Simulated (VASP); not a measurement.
# Ti2SiGe2 (P-3m1) in VASP: a series of runs

The runs below take Ti2SiGe2 through single point, relaxation of cell and atoms, with PBE.

Everything below comes from runs of VASP 6.6.1. Logs are shortened: lines on timing, memory, paths and dates and some standing lists are left out, and cuts for length are marked.

## Step 1: The cell of the first run

It takes space group P-3m1 (No. 164, trigonal). The conventional cell has a = 2.977 Å, b = 2.977 Å, c = 10.768 Å, α = 90.00°, β = 90.00°, γ = 120.00°. Within 3.5 Å of Ti (site symmetry 3m) lie 3 Ge at 2.67 Å and 3 Si at 2.70 Å and 6 Ti at 2.98 Å. Within 3.6 Å of Si (site symmetry -3m) lie 6 Ti at 2.70 Å and 6 Si at 2.98 Å. Ge (site symmetry 3m) has 7 Ge at 2.50 to 2.98 Å and 3 Ti at 2.67 Å within 3.3 Å.

The cell was built from a structure type or drawn by symmetry, and may not be a known phase.

## Step 2: Single point, PBE

Contents of INCAR:

```
ALGO = Normal ; EDIFF = 1E-7
ENCUT = 520 ; GGA = PE
ISIF = 2 ; ISMEAR = 0
LASPH = T ; LCHARG = T
LELF = T ; LREAL = F
LVHAR = T ; LWAVE = F
NBANDS = 36 ; NELM = 80
PREC = Accurate ; SIGMA = 0.1
```

Contents of KPOINTS:

```
k-points
0
Gamma
  12 12 4
```

Contents of POSCAR:

```
Ti2SiGe2
1.0
    2.9765072314      0.0000000000      0.0000000000
   -1.4882536157      2.5777308769      0.0000000000
    0.0000000000      0.0000000000     10.7681965339
Ti Si Ge
2 1 2
Direct
    0.3333333333      0.6666666667      0.1938943363
    0.6666666667      0.3333333333      0.8061056637
    0.0000000000      0.0000000000      0.0000000000
    0.0000000000      0.0000000000      0.3838926058
    0.0000000000      0.0000000000      0.6161073942
```

Potentials or basis: VASP PAW PBE potentials, release 64 (Ti_sv, Si, Ge_d).

On the command line:

```
> cat potpaw_PBE.64/Ti_sv/POTCAR potpaw_PBE.64/Si/POTCAR potpaw_PBE.64/Ge_d/POTCAR > POTCAR
> mpirun -np 1 vasp_std > vasp.out
```

OUTCAR:

```text
EDIFF = 1E-7
   ENCUT = 520
   GGA = PE
   ISIF = 2
   ISMEAR = 0
   LASPH = T
   LREAL = F
   NELM = 80
   PREC = Accurate

 ion  position               nearest neighbor table
   1  0.333  0.667  0.194-   4 2.67   4 2.67   4 2.67   3 2.70   3 2.70   3 2.70
   2  0.667  0.333  0.806-   5 2.67   5 2.67   5 2.67   3 2.70   3 2.70   3 2.70
   3  0.000  0.000  0.000-   1 2.70   2 2.70   1 2.70   2 2.70   2 2.70   1 2.70
   4  0.000  0.000  0.384-   5 2.50   1 2.67   1 2.67   1 2.67
   5  0.000  0.000  0.616-   4 2.50   2 2.67   2 2.67   2 2.67

  LATTYP: Found a hexagonal cell.
 ALAT       =     2.9765072314
 C/A-ratio  =     3.6177290014

  Lattice vectors:

 A1 = (   2.9765072314,   0.0000000000,   0.0000000000)
 A2 = (  -1.4882536157,   2.5777308769,   0.0000000000)
 A3 = (   0.0000000000,   0.0000000000,  10.7681965339)

Analysis of symmetry for initial positions (statically):
=====================================================================
 Subroutine PRICEL returns:
 Original cell was already a primitive cell.

 Routine SETGRP: Setting up the symmetry group for a
 hexagonal supercell.

 Subroutine GETGRP returns: Found 12 space group operations
 (whereof 12 operations were pure point group operations)
 out of a pool of 24 trial point group operations.

The static configuration has the point symmetry D_3d.

Analysis of symmetry for dynamics (positions and initial velocities):
=====================================================================
 Subroutine PRICEL returns:
 Original cell was already a primitive cell.

 Routine SETGRP: Setting up the symmetry group for a
 hexagonal supercell.

 Subroutine GETGRP returns: Found 12 space group operations
 (whereof 12 operations were pure point group operations)
 out of a pool of 24 trial point group operations.

The dynamic configuration has the point symmetry D_3d.

 Subroutine INISYM returns: Found 12 space group operations
 (whereof 12 operations are pure point group operations),
 and found     1 'primitive' translations

----------------------------------------------------------------------------------------

                                     Primitive cell

  volume of cell :      82.6204

  direct lattice vectors                    reciprocal lattice vectors
     2.976507231  0.000000000  0.000000000     0.335964243  0.193969046  0.000000000
    -1.488253616  2.577730877  0.000000000     0.000000000  0.387938093  0.000000000
     0.000000000  0.000000000 10.768196534     0.000000000  0.000000000  0.092866061

  length of vectors
     2.976507231  2.976507231 10.768196534     0.387938093  0.387938093  0.092866061

  position of ions in fractional coordinates (direct lattice)
     0.333333333  0.666666667  0.193894336
     0.666666667  0.333333333  0.806105664
     0.000000000  0.000000000  0.000000000
     0.000000000  0.000000000  0.383892606
     0.000000000  0.000000000  0.616107394

  ion indices of the primitive-cell ions
   primitive index   ion index
                 1           1
                 2           2
                 3           3
                 4           4
                 5           5

----------------------------------------------------------------------------------------

 KPOINTS: k-points

Automatic generation of k-mesh.
 Grid dimensions read from file:
 generate k-points for:   12   12    4

 Generating k-lattice:

  Cartesian coordinates                     Fractional coordinates (reciprocal lattice)
     0.027997020  0.016164087  0.000000000     0.083333333 -0.000000000  0.000000000
     0.000000000  0.032328174  0.000000000     0.000000000  0.083333333  0.000000000
     0.000000000  0.000000000  0.023216515     0.000000000  0.000000000  0.250000000

  Length of vectors
     0.032328174  0.032328174  0.023216515

  Shift w.r.t. Gamma in fractional coordinates (k-lattice)
     0.000000000  0.000000000  0.000000000

 Subroutine IBZKPT returns following result:
 ===========================================

 Found     69 irreducible k-points:

 Following reciprocal coordinates:
            Coordinates               Weight
  0.000000  0.000000  0.000000      1.000000
  0.083333 -0.000000  0.000000      6.000000
  0.166667 -0.000000  0.000000      6.000000
  0.250000  0.000000  0.000000      6.000000
  0.333333  0.000000  0.000000      6.000000
  0.416667 -0.000000  0.000000      6.000000
[... 16 lines left out ...]
  0.166667 -0.000000  0.250000      6.000000
  0.000000  0.166667  0.250000      6.000000
 [... further k-points ...]
   k-points           NKPTS =     69   k-points in BZ     NKDIM =     69   number of bands    NBANDS=     36
   number of dos      NEDOS =    301   number of ions     NIONS =      5
   total plane-waves  NPLWV =  46080
   dimension x,y,z NGX =    24 NGY =   24 NGZ =   80
   dimension x,y,z NGXF=    48 NGYF=   48 NGZF=  160
   ions per type =               2   1   2
   NGX,Y,Z   is equivalent  to a cutoff of  13.40, 13.40, 12.35 a.u.
   NGXF,Y,Z  is equivalent  to a cutoff of  26.81, 26.81, 24.70 a.u.
 SYSTEM =  unknown system
   PREC   = accura    normal or accurate (medium, high low for compatibility)
   ISTART =      0    job   : 0-new  1-cont  2-samecut
   ICHARG =      2    charge: 1-file 2-atom 10-const
   ISPIN  =      1    spin polarized calculation?
   LNONCOLLINEAR =      F non collinear calculations
   LSORBIT =      F    spin-orbit coupling
   LASPH  =      T    aspherical Exc in radial PAW
   ENCUT  =  520.0 eV  38.22 Ry    6.18 a.u.   5.53  5.53 20.02*2*pi/ulx,y,z
   NELM   =     80;   NELMIN=  2; NELMDL= -5     # of ELM steps
   EDIFF  = 0.1E-06   stopping-criterion for ELM
   LREAL  =      F    real-space projection
   EDIFFG = 0.1E-05   stopping-criterion for IOM
   NSW    =      0    number of steps for IOM
   IBRION =     -1    ionic relax: 0-MD 1-quasi-New 2-CG
   NFREE  =      0    steps in history (QN), initial steepest desc. (CG)
   ISIF   =      2    stress and relaxation
   ISYM   =      2    0-nonsym 1-usesym 2-fastsym
   POTIM  = 0.5000    time-step for ionic-motion
   TEBEG  =    0.0;   TEEND  =   0.0 temperature during run
   PSTRESS=    0.0 pullay stress
   NELECT =      56.0000    total number of electrons
   NUPDOWN=      -1.0000    fix difference up-down
   EMIN   =  10.00;   EMAX   =-10.00  energy-range for DOS
   EFERMI =   0.00;   METHOD = LEGACY
   ISMEAR =     0;   SIGMA  =   0.10  broadening in eV -4-tet -1-fermi 0-gaus
   EFERMI_NEDOS =   21; number of points for ismear=-14 and -15
   IALGO  =     38    algorithm
   IMIX   =      4    mixing-type and parameters
     AMIX     =   0.40;   BMIX     =  1.00
     AMIX_MAG =   1.60;   BMIX_MAG =  1.00
  volume/ion in A,a.u.               =      16.52       111.51
  Fermi-wavevector in a.u.,A,eV,Ry     =   1.438053  2.717527 28.136815  2.067998
  Thomas-Fermi vector in A             =   2.557063
   LORBIT       =      0    0 simple, 1 ext, 2 COOP (PROOUT), +10 PAW based schemes
   GGA     = PE    functional components
   LHFCALC =     F    Hartree Fock is set to
   AEXX    =    0.0000 exact exchange contribution
   IVDW    =     0    specifies the selected vdW correction
   LEPSILON=     F    determine dielectric tensor
   LRPA    =     F    only Hartree local field effects (RPA)
 non-spin polarized calculation
 Gauss-broadening in eV      SIGMA  =   0.10
  energy-cutoff  :      520.00
  volume of cell :       82.62
 maximum number of plane-waves:      2272
 NGX is ok and might be reduce to    24
   NGX = 11   NGY = 11   NGZ = 41

 number of electron      56.0000031 magnetization

 Free energy of the ion-electron system (eV)
  ---------------------------------------------------
  ext. energy  EPLUGINS =         0.00000000
  ---------------------------------------------------
  free energy    TOTEN  =       -31.22380154 eV

  energy without entropy =      -31.20908001  energy(sigma->0) =      -31.21644078

 E-fermi :   8.6338     XC(G=0): -11.5721

 val. band max:        8.6275542014   @ k =   0.3333   0.2500   0.5000
 cond. band min:       8.6348351946   @ k =   0.1667   0.1667   0.0000
 fundamental gap:      0.0072809932
 Fermi energy:         8.6338263777

 k-point     1 :       0.0000    0.0000    0.0000
  band No.  band energies     occupation
      1     -48.2585      2.00000
      2     -48.2583      2.00000
      3     -24.5990      2.00000
      4     -24.5916      2.00000
      5     -24.2956      2.00000
      6     -24.2956      2.00000
[... 28 lines left out ...]
     35      14.2040      0.00000
     36      15.6437      0.00000

 k-point     2 :       0.0833   -0.0000    0.0000
  band No.  band energies     occupation
      1     -48.2543      2.00000
      2     -48.2542      2.00000
      3     -24.5939      2.00000
      4     -24.5868      2.00000
      5     -24.3247      2.00000
      6     -24.3246      2.00000
[... 28 lines left out ...]
     35      14.2593      0.00000
     36      14.3611      0.00000

 k-point     3 :       0.1667   -0.0000    0.0000
  band No.  band energies     occupation
      1     -48.2429      2.00000
      2     -48.2427      2.00000
      3     -24.5799      2.00000
      4     -24.5737      2.00000
      5     -24.4035      2.00000
      6     -24.4033      2.00000
[... 28 lines left out ...]
     35      12.3000      0.00000
     36      13.5192      0.00000
[... 742 lines left out ...]
 k-point    23 :       0.1667   -0.0000    0.2500
  band No.  band energies     occupation
      1     -48.2429      2.00000
      2     -48.2427      2.00000
      3     -24.5799      2.00000
      4     -24.5737      2.00000
      5     -24.4035      2.00000
      6     -24.4033      2.00000
[... 28 lines left out ...]
     35      12.2901      0.00000
     36      13.5005      0.00000

 k-point    24 :       0.0000    0.1667    0.2500
  band No.  band energies     occupation
      1     -48.2429      2.00000
      2     -48.2427      2.00000
      3     -24.5799      2.00000
      4     -24.5737      2.00000
      5     -24.4035      2.00000
      6     -24.4033      2.00000
[... 28 lines left out ...]
     35      12.3248      0.00000
     36      13.4206      0.00000

 [... further k-points ...]

------------------------ aborting loop because EDIFF is reached ----------------------------------------

  FORCE on cell =-STRESS in cart. coord.  units (eV):
  Direction    XX          YY          ZZ          XY          YZ          ZX
  --------------------------------------------------------------------------------------
  -------------------------------------------------------------------------------------
  Total       -0.0058833     -0.0058833      0.0300184     -0.0000000      0.0000000      0.0000000
  in kB       -0.1140895     -0.1140895      0.5821177     -0.0000000      0.0000000      0.0000000
  external PRESSURE =       0.1179796 kB  Pullay stress =       0.0000000 kB

 VOLUME and BASIS-vectors are now :
 -----------------------------------------------------------------------------
  energy-cutoff  :      520.00
  volume of cell :       82.62
      direct lattice vectors                 reciprocal lattice vectors
     2.976507231  0.000000000  0.000000000     0.335964243  0.193969046  0.000000000
    -1.488253616  2.577730877  0.000000000     0.000000000  0.387938093  0.000000000
     0.000000000  0.000000000 10.768196534     0.000000000  0.000000000  0.092866061

 POSITION                                       TOTAL-FORCE (eV/Angst)
 -----------------------------------------------------------------------------------
     -0.00000      1.71849      2.08789        -0.000000     -0.000000     -0.006410
      1.48825      0.85924      8.68030        -0.000000      0.000000      0.006410
      0.00000      0.00000      0.00000         0.000000      0.000000     -0.000000
      0.00000      0.00000      4.13383         0.000000     -0.000000     -0.002584
      0.00000      0.00000      6.63437        -0.000000      0.000000      0.002584
 -----------------------------------------------------------------------------------
    total drift:                               -0.000000      0.000000      0.000000

  FREE ENERGIE OF THE ION-ELECTRON SYSTEM (eV)
  ---------------------------------------------------
  free  energy   TOTEN  =       -31.2238015445 eV

  energy  without entropy=      -31.2090800116  energy(sigma->0) =      -31.21644078
```

Run time: 84 s. Hardware: 1 thread of Intel Xeon 6975P-C (Granite Rapids), shared host; peak memory 0.33 GiB.

Results:

| Quantity | Value |
| --- | --- |
| Free energy | -31.2238 eV |
| Pressure | 0.0 GPa |
| Largest force | 0.006 eV/Å |
| Band gap on the k mesh | zero (bands 28 and 29 overlap by 3.12 eV) |

Forces in eV/Å, atoms in the order of the input:
```
Ti   0.000  0.000 -0.006
Ti   0.000  0.000  0.006
Si   0.000  0.000  0.000
Ge   0.000  0.000 -0.003
Ge   0.000  0.000  0.003
```

(Continued in part 2 of 2.)
